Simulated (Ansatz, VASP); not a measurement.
**Zr: VASP beside Ansatz**

```
CELL_PARAMETERS angstrom
3.09045 0.00000 0.00000
-1.54523 2.67641 0.00000
0.00000 0.00000 2.88764
ATOMIC_POSITIONS crystal
Zr 0.00000 0.00000 0.00000
```

Alike in both runs: task single point; functional PBEsol; k mesh 6 × 6 × 6; occupations gaussian, width 0.1 eV; no spin polarisation.

|  | VASP | Ansatz |
| --- | --- | --- |
| version | VASP 6.6.1 | Ansatz 0.2.0 |
| potentials or method | VASP PAW PBE potentials, release 64 (Zr_sv), cutoff 520 eV | scalar-relativistic, plane waves, PAW |
| valence electrons in the cell | 12 | 12 |

|  | VASP | Ansatz | Ansatz less VASP |
| --- | --- | --- | --- |
| gap on the k mesh at the Fermi level (eV) | none | none | - |
| pressure (GPa) | -3.7 | -3.8 | -0.07 |
| traceless stress, the component that is largest in VASP (GPa) | 9.84 | 9.81 | -0.025 |

VASP's potentials were made for PBE, not for PBEsol. A gap of «none» marks a metal or a gap that the smearing closes. With one functional, cell and mesh, what is left measures potentials, basis and numerics.

The k mesh is coarse, so the values compare programs but aren't converged.
